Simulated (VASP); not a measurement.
# NaTiPt3 (Pm-3m) in VASP: a series of runs

NaTiPt3 is run at these levels: PBE; tasks: single point, relaxation of cell and atoms.

Program: VASP 6.6.1. These are calculated values, not measurements. Logs are shortened: lines on timing, memory, paths and dates and some standing lists are left out, and cuts for length are marked.

## (1) The cell of the first run

Symmetry: Pm-3m, No. 221, cubic system. Conventional cell: a = 4.321 Å, b = 4.321 Å, c = 4.321 Å, α = 90.00°, β = 90.00°, γ = 90.00°. Na (site symmetry m-3m) has 12 Pt at 3.06 Å and 8 Ti at 3.74 Å within 4.0 Å. Within 2.9 Å of Ti (site symmetry m-3m) lie 6 Pt at 2.16 Å. Pt (site symmetry 4/mmm) has 2 Ti at 2.16 Å within 2.9 Å.

## (2) Single point, PBE

Contents of INCAR:

```
  PREC = Accurate
  ENCUT = 520
  EDIFF = 1E-6
  ISMEAR = 0
  SIGMA = 0.1
  LREAL = False
  LASPH = True
  NELM = 60
  ALGO = Normal
  ISIF = 2
  LWAVE = False
  LCHARG = False
  GGA = PE
  NBANDS = 32
```

Contents of KPOINTS:

```
Automatic mesh
0
Gamma
  4 4 4
```

Contents of POSCAR:

```
NaTiPt3
1.0
    4.3208453100      0.0000000000      0.0000000000
    0.0000000000      4.3208453100      0.0000000000
    0.0000000000      0.0000000000      4.3208453100
Na Ti Pt
1 1 3
Direct
    0.0000000000      0.0000000000      0.0000000000
    0.5000000000      0.5000000000      0.5000000000
    0.0000000000      0.5000000000      0.5000000000
    0.5000000000      0.0000000000      0.5000000000
    0.5000000000      0.5000000000      0.0000000000
```

Potentials or basis: VASP PAW PBE potentials, release 64 (Na_pv, Ti_sv, Pt).

Launch:

```bash
$ cat potpaw_PBE.64/Na_pv/POTCAR potpaw_PBE.64/Ti_sv/POTCAR potpaw_PBE.64/Pt/POTCAR > POTCAR
$ mpirun -np 1 vasp_std > vasp.out
```

OUTCAR:

```text
PREC = Accurate
   ENCUT = 520
   EDIFF = 1E-6
   ISMEAR = 0
   LREAL = False
   LASPH = True
   NELM = 60
   ISIF = 2
   GGA = PE

 ion  position               nearest neighbor table
   1  0.000  0.000  0.000-   3 3.06   4 3.06   5 3.06   3 3.06   4 3.06   3 3.06   5 3.06   3 3.06
                             4 3.06   5 3.06   4 3.06   5 3.06
   2  0.500  0.500  0.500-   3 2.16   4 2.16   5 2.16   5 2.16   4 2.16   3 2.16
   3  0.000  0.500  0.500-   2 2.16   2 2.16   4 3.06   5 3.06   1 3.06   5 3.06   1 3.06   4 3.06
                             1 3.06   1 3.06   4 3.06   5 3.06   5 3.06   4 3.06
   4  0.500  0.000  0.500-   2 2.16   2 2.16   3 3.06   5 3.06   1 3.06   5 3.06   1 3.06   3 3.06
                             5 3.06   5 3.06   1 3.06   3 3.06   1 3.06   3 3.06
   5  0.500  0.500  0.000-   2 2.16   2 2.16   3 3.06   4 3.06   1 3.06   3 3.06   4 3.06   1 3.06
                             4 3.06   4 3.06   1 3.06   3 3.06   3 3.06   1 3.06

  LATTYP: Found a simple cubic cell.
 ALAT       =     4.3208453100

  Lattice vectors:

 A1 = (   4.3208453100,   0.0000000000,   0.0000000000)
 A2 = (   0.0000000000,   4.3208453100,   0.0000000000)
 A3 = (   0.0000000000,   0.0000000000,   4.3208453100)

Analysis of symmetry for initial positions (statically):
=====================================================================
 Subroutine PRICEL returns:
 Original cell was already a primitive cell.

 Routine SETGRP: Setting up the symmetry group for a
 simple cubic supercell.

 Subroutine GETGRP returns: Found 48 space group operations
 (whereof 48 operations were pure point group operations)
 out of a pool of 48 trial point group operations.

The static configuration has the point symmetry O_h .

Analysis of symmetry for dynamics (positions and initial velocities):
=====================================================================
 Subroutine PRICEL returns:
 Original cell was already a primitive cell.

 Routine SETGRP: Setting up the symmetry group for a
 simple cubic supercell.

 Subroutine GETGRP returns: Found 48 space group operations
 (whereof 48 operations were pure point group operations)
 out of a pool of 48 trial point group operations.

The dynamic configuration has the point symmetry O_h .

 Subroutine INISYM returns: Found 48 space group operations
 (whereof 48 operations are pure point group operations),
 and found     1 'primitive' translations

----------------------------------------------------------------------------------------

                                     Primitive cell

  volume of cell :      80.6689

  direct lattice vectors                    reciprocal lattice vectors
     4.320845310  0.000000000  0.000000000     0.231436196  0.000000000  0.000000000
     0.000000000  4.320845310  0.000000000     0.000000000  0.231436196  0.000000000
     0.000000000  0.000000000  4.320845310     0.000000000  0.000000000  0.231436196

  length of vectors
     4.320845310  4.320845310  4.320845310     0.231436196  0.231436196  0.231436196

  position of ions in fractional coordinates (direct lattice)
     0.000000000  0.000000000  0.000000000
     0.500000000  0.500000000  0.500000000
     0.000000000  0.500000000  0.500000000
     0.500000000  0.000000000  0.500000000
     0.500000000  0.500000000  0.000000000

  ion indices of the primitive-cell ions
   primitive index   ion index
                 1           1
                 2           2
                 3           3
                 4           4
                 5           5

----------------------------------------------------------------------------------------

 KPOINTS: Automatic mesh

Automatic generation of k-mesh.
 Grid dimensions read from file:
 generate k-points for:    4    4    4

 Generating k-lattice:

  Cartesian coordinates                     Fractional coordinates (reciprocal lattice)
     0.057859049  0.000000000  0.000000000     0.250000000  0.000000000  0.000000000
     0.000000000  0.057859049  0.000000000     0.000000000  0.250000000  0.000000000
     0.000000000  0.000000000  0.057859049     0.000000000  0.000000000  0.250000000

  Length of vectors
     0.057859049  0.057859049  0.057859049

  Shift w.r.t. Gamma in fractional coordinates (k-lattice)
     0.000000000  0.000000000  0.000000000

 Subroutine IBZKPT returns following result:
 ===========================================

 Found     10 irreducible k-points:

 Following reciprocal coordinates:
            Coordinates               Weight
  0.000000  0.000000  0.000000      1.000000
  0.250000  0.000000  0.000000      6.000000
  0.500000  0.000000  0.000000      3.000000
  0.250000  0.250000  0.000000     12.000000
  0.500000  0.250000  0.000000     12.000000
  0.500000  0.500000  0.000000      3.000000
  0.250000  0.250000  0.250000      8.000000
  0.500000  0.250000  0.250000     12.000000
  0.500000  0.500000  0.250000      6.000000
  0.500000  0.500000  0.500000      1.000000
   k-points           NKPTS =     10   k-points in BZ     NKDIM =     10   number of bands    NBANDS=     32
   number of dos      NEDOS =    301   number of ions     NIONS =      5
   total plane-waves  NPLWV =  32768
   dimension x,y,z NGX =    32 NGY =   32 NGZ =   32
   dimension x,y,z NGXF=    64 NGYF=   64 NGZF=   64
   ions per type =               1   1   3
   NGX,Y,Z   is equivalent  to a cutoff of  12.31, 12.31, 12.31 a.u.
   NGXF,Y,Z  is equivalent  to a cutoff of  24.62, 24.62, 24.62 a.u.
 SYSTEM =  unknown system
   PREC   = accura    normal or accurate (medium, high low for compatibility)
   ISTART =      0    job   : 0-new  1-cont  2-samecut
   ICHARG =      2    charge: 1-file 2-atom 10-const
   ISPIN  =      1    spin polarized calculation?
   LNONCOLLINEAR =      F non collinear calculations
   LSORBIT =      F    spin-orbit coupling
   LASPH  =      T    aspherical Exc in radial PAW
   ENCUT  =  520.0 eV  38.22 Ry    6.18 a.u.   8.03  8.03  8.03*2*pi/ulx,y,z
   NELM   =     60;   NELMIN=  2; NELMDL= -5     # of ELM steps
   EDIFF  = 0.1E-05   stopping-criterion for ELM
   LREAL  =      F    real-space projection
[... 7 lines left out ...]
   TEBEG  =    0.0;   TEEND  =   0.0 temperature during run
   PSTRESS=    0.0 pullay stress
   NELECT =      49.0000    total number of electrons
   NUPDOWN=      -1.0000    fix difference up-down
   EMIN   =  10.00;   EMAX   =-10.00  energy-range for DOS
   EFERMI =   0.00;   METHOD = LEGACY
   ISMEAR =     0;   SIGMA  =   0.10  broadening in eV -4-tet -1-fermi 0-gaus
   EFERMI_NEDOS =   21; number of points for ismear=-14 and -15
   IALGO  =     38    algorithm
   IMIX   =      4    mixing-type and parameters
     AMIX     =   0.40;   BMIX     =  1.00
     AMIX_MAG =   1.60;   BMIX_MAG =  1.00
  volume/ion in A,a.u.               =      16.13       108.88
  Fermi-wavevector in a.u.,A,eV,Ry     =   1.386452  2.620014 26.153783  1.922249
  Thomas-Fermi vector in A             =   2.510766
   LORBIT       =      0    0 simple, 1 ext, 2 COOP (PROOUT), +10 PAW based schemes
   GGA     = PE    functional components
   LHFCALC =     F    Hartree Fock is set to
   AEXX    =    0.0000 exact exchange contribution
   IVDW    =     0    specifies the selected vdW correction
   LEPSILON=     F    determine dielectric tensor
   LRPA    =     F    only Hartree local field effects (RPA)
 non-spin polarized calculation
 Gauss-broadening in eV      SIGMA  =   0.10
  energy-cutoff  :      520.00
  volume of cell :       80.67
 maximum number of plane-waves:      2192
   NGX = 17   NGY = 17   NGZ = 17

 number of electron      48.9999976 magnetization

 Free energy of the ion-electron system (eV)
  ---------------------------------------------------
  ext. energy  EPLUGINS =         0.00000000
  ---------------------------------------------------
  free energy    TOTEN  =       -23.05413634 eV

  energy without entropy =      -23.02798695  energy(sigma->0) =      -23.04106165

 E-fermi :   8.4948     XC(G=0): -11.7666

 val. band max:        8.3998585085   @ k =   0.5000   0.5000   0.5000
 cond. band min:       8.4956525593   @ k =   0.5000   0.5000   0.5000
 fundamental gap:      0.0957940508
 Fermi energy:         8.4947514632

 k-point     1 :       0.0000    0.0000    0.0000
  band No.  band energies     occupation
      1     -48.9170      2.00000
      2     -25.2465      2.00000
      3     -25.2465      2.00000
      4     -25.2465      2.00000
      5     -14.7284      2.00000
      6     -14.7284      2.00000
[... 24 lines left out ...]
     31      12.3015      0.00000
     32      17.4894      0.00000

 k-point     2 :       0.2500    0.0000    0.0000
  band No.  band energies     occupation
      1     -48.8997      2.00000
      2     -25.3805      2.00000
      3     -25.2510      2.00000
      4     -25.2510      2.00000
      5     -14.7328      2.00000
      6     -14.7288      2.00000
[... 24 lines left out ...]
     31      12.2892      0.00000
     32      15.8853      0.00000

 k-point     3 :       0.5000    0.0000    0.0000
  band No.  band energies     occupation
      1     -48.8824      2.00000
      2     -25.5122      2.00000
      3     -25.2554      2.00000
      4     -25.2554      2.00000
      5     -14.7373      2.00000
      6     -14.7293      2.00000
[... 24 lines left out ...]
     31      12.6677      0.00000
     32      15.1505      0.00000

 k-point     4 :       0.2500    0.2500    0.0000
  band No.  band energies     occupation
      1     -48.8825      2.00000
      2     -25.3852      2.00000
      3     -25.3850      2.00000
      4     -25.2554      2.00000
      5     -14.7332      2.00000
      6     -14.7317      2.00000
[... 164 lines left out ...]
     31      12.2861      0.00000
     32      12.5582      0.00000

 k-point     9 :       0.5000    0.5000    0.2500
  band No.  band energies     occupation
      1     -48.8306      2.00000
      2     -25.5261      2.00000
      3     -25.5261      2.00000
      4     -25.3987      2.00000
      5     -14.7340      2.00000
      6     -14.7340      2.00000
[... 24 lines left out ...]
     31      10.8695      0.00000
     32      12.8791      0.00000

 k-point    10 :       0.5000    0.5000    0.5000
  band No.  band energies     occupation
      1     -48.8132      2.00000
      2     -25.5307      2.00000
      3     -25.5307      2.00000
      4     -25.5307      2.00000
      5     -14.7329      2.00000
      6     -14.7329      2.00000
[... 24 lines left out ...]
     31       9.8225      0.00000
     32      11.1920      0.00000

------------------------ aborting loop because EDIFF is reached ----------------------------------------

  FORCE on cell =-STRESS in cart. coord.  units (eV):
  Direction    XX          YY          ZZ          XY          YZ          ZX
  --------------------------------------------------------------------------------------
  -------------------------------------------------------------------------------------
  Total       24.9001247     24.9001247     24.9001247      0.0000000     -0.0000000     -0.0000000
  in kB      494.5451514    494.5451514    494.5451514      0.0000000     -0.0000000     -0.0000000
  external PRESSURE =     494.5451514 kB  Pullay stress =       0.0000000 kB

 VOLUME and BASIS-vectors are now :
 -----------------------------------------------------------------------------
  energy-cutoff  :      520.00
  volume of cell :       80.67
      direct lattice vectors                 reciprocal lattice vectors
     4.320845310  0.000000000  0.000000000     0.231436196  0.000000000  0.000000000
     0.000000000  4.320845310  0.000000000     0.000000000  0.231436196  0.000000000
     0.000000000  0.000000000  4.320845310     0.000000000  0.000000000  0.231436196

 POSITION                                       TOTAL-FORCE (eV/Angst)
 -----------------------------------------------------------------------------------
      0.00000      0.00000      0.00000         0.000000      0.000000      0.000000
      2.16042      2.16042      2.16042         0.000000      0.000000      0.000000
      0.00000      2.16042      2.16042         0.000000      0.000000      0.000000
      2.16042      0.00000      2.16042         0.000000      0.000000      0.000000
      2.16042      2.16042      0.00000         0.000000      0.000000      0.000000
 -----------------------------------------------------------------------------------
    total drift:                                0.000000     -0.000000     -0.000000

  FREE ENERGIE OF THE ION-ELECTRON SYSTEM (eV)
  ---------------------------------------------------
  free  energy   TOTEN  =       -23.0541363433 eV

  energy  without entropy=      -23.0279869536  energy(sigma->0) =      -23.04106165
```

Wall time 20 s (1 thread of Intel Xeon Platinum 8375C at 2.90GHz (Ice Lake), shared host); peak memory 0.19 GiB.

Results:

* Free energy: -23.0541 eV
* Pressure: 49.5 GPa

Caveat: the k points lie up to 0.36 Å⁻¹ apart; spin-orbit coupling is left out, which moves the levels of the heavy elements.

## (3) Single point, PBE

This run uses another cell than the first one, of 21.68 Å³/atom, 1.343 times its volume.

Contents of INCAR:

```
SYSTEM = NaTiPt3
  ALGO = Fast
  EDIFF = 1E-7
  ENCUT = 520
  GGA = PE
  ISIF = 2
  ISMEAR = 0
  LASPH = .True.
  LCHARG = .True.
  LELF = .True.
  LREAL = .False.
  LVHAR = .True.
  LWAVE = .False.
  NBANDS = 32
  NELM = 60
  PREC = Accurate
  SIGMA = 0.1
```

Contents of KPOINTS:

```
k-points
0
Gamma
  4 4 4
  0 0 0
```

POSCAR: that of step 2 with these lines changed.

```diff
@@ -2,5 +2,5 @@
 1.0
-    4.3208453100      0.0000000000      0.0000000000
-    0.0000000000      4.3208453100      0.0000000000
-    0.0000000000      0.0000000000      4.3208453100
+    4.7677595495      0.0000000000      0.0000000000
+    0.0000000000      4.7677595495      0.0000000000
+    0.0000000000      0.0000000000      4.7677595495
 Na Ti Pt
```

Potentials or basis: VASP PAW PBE potentials, release 64 (Na_pv, Ti_sv, Pt).

Launch:

```bash
$ cat potpaw_PBE.64/Na_pv/POTCAR potpaw_PBE.64/Ti_sv/POTCAR potpaw_PBE.64/Pt/POTCAR > POTCAR
$ mpirun -np 1 vasp_std > vasp.out
```

Run time: 64 s. Hardware: 1 thread of Intel Xeon Platinum 8375C at 2.90GHz (Ice Lake), shared host; peak memory 0.22 GiB.

Results (log left out):

- Free energy: -26.3170 eV
- Pressure: 0.2 GPa

Levels at points of the mesh, in eV from the Fermi level:
| k point | band 22 | band 23 | band 24 | band 25 | band 26 | band 27 |
| --- | --- | --- | --- | --- | --- | --- |
| (0.00, 0.00, 0.00) | -1.24 | -0.74 | 0.98 | 0.98 | 1.65 | 1.65 |
| (0.50, 0.00, 0.00) | -1.69 | -1.44 | -1.23 | 0.71 | 0.79 | 1.99 |
| (0.50, 0.50, 0.00) | -1.80 | -1.31 | -0.45 | -0.33 | -0.33 | 0.28 |
| (0.50, 0.50, 0.50) | -1.05 | -0.98 | -0.98 | -0.98 | -0.53 | 0.09 |

Caveat: spin-orbit coupling is left out, which moves the levels of the heavy elements.

## (4) Relaxation of cell and atoms, PBE

Contents of INCAR:

```
SYSTEM = NaTiPt3
  PREC = Accurate
  ENCUT = 600
  EDIFF = 1E-6
  ISMEAR = 0
  SIGMA = 0.1
  LREAL = .False.
  LASPH = .True.
  NELM = 80
  ALGO = Normal
  ISIF = 3
  LWAVE = .False.
  LCHARG = .False.
  GGA = PE
  IBRION = 2
  NSW = 90
  EDIFFG = -0.04
```

Contents of KPOINTS:

```
Automatic mesh
0
Gamma
  4 4 4
  0 0 0
```

POSCAR: that of step 3 with these lines changed.

```diff
@@ -2,5 +2,5 @@
 1.0
-    4.7677595495      0.0000000000      0.0000000000
-    0.0000000000      4.7677595495      0.0000000000
-    0.0000000000      0.0000000000      4.7677595495
+    4.3208453100      0.0000000000      0.0000000000
+    0.0000000000      4.3208453100      0.0000000000
+    0.0000000000      0.0000000000      4.3208453100
 Na Ti Pt
```

Launch:

```bash
$ cat potpaw_PBE.64/Na_pv/POTCAR potpaw_PBE.64/Ti_sv/POTCAR potpaw_PBE.64/Pt/POTCAR > POTCAR
$ mpirun -np 1 vasp_std > vasp.out
```

Wall time 2.3 min (1 thread of Intel Xeon Platinum 8375C at 2.90GHz (Ice Lake), shared host); peak memory 0.23 GiB.

Results (log left out):

```
Free energy                            : -26.3053 eV
Relaxed volume                         : 21.72 Å³/atom
Relaxed cell                           : a = 4.771 Å, b = 4.771 Å, c = 4.771 Å, α = 90.00°, β = 90.00°, γ = 90.00°
Space group after relaxing (to 0.05 Å) : Pm-3m (No. 221)
Energy gained by relaxing              : 650.3 meV/atom
Ionic steps                            : 5
Pressure after relaxing                : 0.0 GPa
```

The path:
```csv
step,energy change (eV),largest force (eV/Å),pressure (GPa),volume (Å³)
1,0.0000,0.0000,49.51,80.67
2,-0.8283,0.0000,-12.09,154.00
3,-3.2449,0.0000,-1.22,110.35
4,-3.2506,0.0000,-0.48,109.28
5,-3.2515,0.0000,0.00,108.62
```

Final structure:
```
CELL_PARAMETERS angstrom
4.77129 0.00000 0.00000
0.00000 4.77129 0.00000
0.00000 0.00000 4.77129
ATOMIC_POSITIONS crystal
Na 0.00000 0.00000 0.00000
Ti 0.50000 0.50000 0.50000
Pt 0.00000 0.50000 0.50000
Pt 0.50000 0.00000 0.50000
Pt 0.50000 0.50000 0.00000
```

Levels at points of the mesh, in eV from the Fermi level:
```
           k point  band 22  band 23  band 24  band 25  band 26  band 27
(0.00, 0.00, 0.00)    -1.23    -0.73     0.98     0.98     1.65     1.65
(0.50, 0.00, 0.00)    -1.69    -1.43    -1.23     0.71     0.79     1.99
(0.50, 0.50, 0.00)    -1.79    -1.30    -0.44    -0.33    -0.33     0.28
(0.50, 0.50, 0.50)    -1.04    -0.97    -0.97    -0.97    -0.53     0.09
```

Caveat: the k points lie up to 0.33 Å⁻¹ apart in the final cell; the volume moved by over 15 % at a fixed basis, so the end points are rough; spin-orbit coupling is left out, which moves the levels of the heavy elements.

## (5) Overview

| task | cell | cutoff (eV) | gap on the mesh (eV) | pressure (GPa) |
| --- | --- | --- | --- | --- |
| single point | a = 4.321 Å, 5 atoms | 520 | none | 49.5 |
| single point | a = 4.768 Å, 5 atoms | 520 | none | 0.2 |
| relaxation of cell and atoms | relaxed from a = 4.321 Å, 5 atoms | 600 | none | 0.0 |

Alike in all rows: level PBE; potentials or basis VASP PAW PBE potentials, release 64 (Na_pv, Ti_sv, Pt); no spin polarisation; k mesh 4 × 4 × 4; smearing gaussian 0.1 eV.

Caveats: some runs use coarse meshes; spin-orbit coupling is left out, which moves the levels of the heavy elements; the volume moved by over 15 % at a fixed basis, so the end points are rough (some runs).

Total energies depend on the potentials used, so only differences within one code and one set of settings carry meaning.
